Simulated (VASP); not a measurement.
**K3HF4: relaxation of cell and atoms with PBE**

The system is K3HF4.

```xyz
8
Lattice="3.6755 0.0000 0.0000 0.0000 3.6787 0.0000 0.0000 0.0000 10.1488" Properties=species:S:1:pos:R:3 pbc="T T T"
K     0.0000    0.0000    7.1245
K     0.0000    0.0000    3.0243
K     1.8378    0.0000    0.0000
H     1.8378    1.8393    5.0744
F     0.0000    1.8393    1.0962
F     1.8378    1.8393    2.2712
F     0.0000    1.8393    9.0526
F     1.8378    1.8393    7.8776
```

```yaml
Program: VASP 6.6.1
Task: relaxation of cell and atoms
Functional: PBE
Potentials_or_basis: VASP PAW PBE potentials, release 64 (K_sv, H, F)
Cutoff: 600 eV
k_mesh: 3 × 3 × 2
Occupations: gaussian, width 0.15 eV
Spin: no spin polarisation
Dipole_correction: no
Further_INCAR_settings: ALGO = Normal; EDIFF = 1e-06; IBRION = 2; EDIFFG = -0.08; NSW = 36; ISIF = 3
```

```
Relaxed volume                         : 17.71 Å³/atom
Relaxed cell                           : a = 3.560 Å, b = 3.449 Å, c = 11.537 Å, α = 90.00°, β = 90.00°, γ = 90.00°
Space group after relaxing (to 0.05 Å) : Pmmm (No. 47)
Energy gained by relaxing              : 1018.7 meV/atom
Ionic steps                            : 31
Pressure after relaxing                : 0.1 GPa
Largest force after relaxing           : 0.055 eV/Å
Band gap on the k mesh                 : 4.96 eV, indirect (least direct gap 5.01 eV)
```

Forces on the atoms (eV/Å):
```
K    0.000  0.000 -0.055
K    0.000  0.000  0.055
K    0.000  0.000  0.000
H    0.000  0.000  0.000
F    0.000  0.000 -0.020
F    0.000  0.000 -0.055
F    0.000  0.000  0.020
F    0.000  0.000  0.055
```

Stress tensor (GPa, compression positive):
```
0.16 0.00 0.00
0.00 0.00 0.00
0.00 0.00 0.04
```

The path:
| step | energy change (eV) | largest force (eV/Å) | pressure (GPa) | volume (Å³) |
| --- | --- | --- | --- | --- |
| 1 | 0.0000 | 1.3443 | 3.46 | 137.22 |
| 2 | -0.5130 | 1.1134 | 1.08 | 144.60 |
| 3 | -0.8553 | 0.9205 | -1.04 | 155.15 |
| 4 | -0.8948 | 0.8742 | -1.70 | 159.27 |
| 5 | -1.1049 | 0.8695 | -1.06 | 155.14 |
| 6 | -1.4604 | 0.9566 | 1.88 | 143.08 |
| 7 | -1.6430 | 0.9539 | 1.78 | 143.58 |
| 8 | -2.2783 | 1.3910 | 1.27 | 145.03 |
| 9 | -4.2371 | 2.8757 | -0.78 | 147.87 |
| 10 | -1.9446 | 16.9968 | 16.00 | 153.19 |
| 11 | -5.1413 | 3.0423 | -0.92 | 148.58 |
| 12 | -6.4847 | 3.0931 | 1.78 | 150.93 |
| 13 | -6.5412 | 3.1719 | 2.23 | 151.41 |
| 14 | -6.5492 | 3.2105 | 2.51 | 151.65 |
| 15 | -6.6351 | 3.0692 | 2.23 | 151.99 |
| 16 | -6.8640 | 2.6744 | 1.43 | 152.99 |
| 17 | -7.2070 | 2.0000 | 0.14 | 155.00 |
| 18 | -7.5339 | 1.0174 | -1.55 | 158.97 |
| 19 | -7.5604 | 0.7874 | -1.87 | 160.21 |
| 20 | -7.5627 | 0.7137 | -1.97 | 160.66 |
| 21 | -7.6125 | 0.6933 | -1.83 | 159.08 |
| 22 | -7.7474 | 0.6254 | -1.36 | 154.39 |
| 23 | -7.9450 | 0.5417 | -0.18 | 145.29 |
| 24 | -7.9599 | 0.8679 | 3.74 | 128.15 |
| 25 | -8.0234 | 0.7133 | 1.55 | 136.26 |
| 26 | -8.0761 | 0.5690 | 0.53 | 136.26 |
| 27 | -8.0772 | 0.4198 | 0.64 | 136.26 |
| 28 | -8.1074 | 0.3330 | 0.48 | 137.45 |
| 29 | -8.1471 | 0.0995 | 0.13 | 140.83 |
| 30 | -8.1478 | 0.1045 | 0.09 | 141.31 |
| 31 | -8.1497 | 0.0554 | 0.07 | 141.65 |

Final structure:
```xyz
8
Lattice="3.5601 0.0000 0.0000 0.0000 3.4487 0.0000 0.0000 0.0000 11.5370" Properties=species:S:1:pos:R:3 pbc="T T T"
K     0.0000    0.0000    8.1614
K     0.0000    0.0000    3.3756
K     1.7801    0.0000    0.0000
H     1.7801    1.7243    5.7685
F     0.0000    1.7243    1.5362
F     1.7801    1.7243    4.6192
F     0.0000    1.7243   10.0008
F     1.7801    1.7243    6.9178
```

Levels at points of the mesh, in eV from the valence-band top:
| k point | band 26 | band 27 | band 28 | band 29 | band 30 | band 31 |
| --- | --- | --- | --- | --- | --- | --- |
| (0.00, 0.00, 0.00) | -0.09 | -0.07 | -0.05 | 4.96 | 6.53 | 6.68 |
| (0.00, 0.00, 0.50) | -0.12 | -0.07 | -0.05 | 5.16 | 5.83 | 7.24 |

Wall time 12 min on 1 thread of Intel(R) Xeon(R) 6975P-C (Granite Rapids), on a shared host, peak memory 0.29 GiB.

Caveat: the k points lie up to 0.61 Å⁻¹ apart in the final cell; the relaxation stopped at a loose force limit of 0.08 eV/Å, so its end isn't a converged minimum. A hybrid or GW would open this gap; PBE tends to underestimate it.
